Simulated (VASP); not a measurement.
Input of a VASP 6.6.1 run:

The input INCAR:

```
SYSTEM = CdTe
PREC = Accurate
ENCUT = 600
EDIFF = 1E-6
ISMEAR = -1
SIGMA = 0.05
LREAL = .FALSE.
LASPH = .TRUE.
NELM = 80
ALGO = Normal
ISIF = 3
LWAVE = .FALSE.
LCHARG = .FALSE.
GGA = RP
IVDW = 12
IBRION = 2
NSW = 60
EDIFFG = -0.01
```

Contents of KPOINTS:

```
Automatic mesh
0
G
  7 7 7
  0 0 0
```

File POSCAR:

```
CdTe
1.0
    0.0000000000      3.2050000000      3.2050000000
    3.2050000000      0.0000000000      3.2050000000
    3.2050000000      3.2050000000      0.0000000000
Te Cd
1 1
Direct
    0.7500000000      0.7500000000      0.7500000000
    0.0000000000      0.0000000000      0.0000000000
```

Potentials or basis: VASP PAW PBE potentials, release 64 (Te, Cd).

Launch:

```console
$ cat potpaw_PBE.64/Te/POTCAR potpaw_PBE.64/Cd/POTCAR > POTCAR
$ mpirun -np 1 vasp_std > vasp.out
```

Predict the relaxed cell.

a = 4.444 Å, b = 4.444 Å, c = 4.444 Å, α = 60.00°, β = 60.00°, γ = 60.00°.

Predict the relaxed volume.

31.03 Å³/atom.

What does it give for the band gap on the k mesh?

1.21 eV, direct.

Estimate the dispersion energy per atom.

-1.645 eV.

Step by step:
```csv
step,energy change (eV),largest force (eV/Å),pressure (GPa),volume (Å³)
1,0.0000,0.0000,-2.85,65.84
2,-0.0279,0.0000,1.57,60.42
3,-0.0357,0.0000,0.00,62.05
```

Caveat: the PAW data sets were made with another functional, which shifts forces and pressure a little; spin-orbit coupling is left out, which moves the levels of the heavy elements.
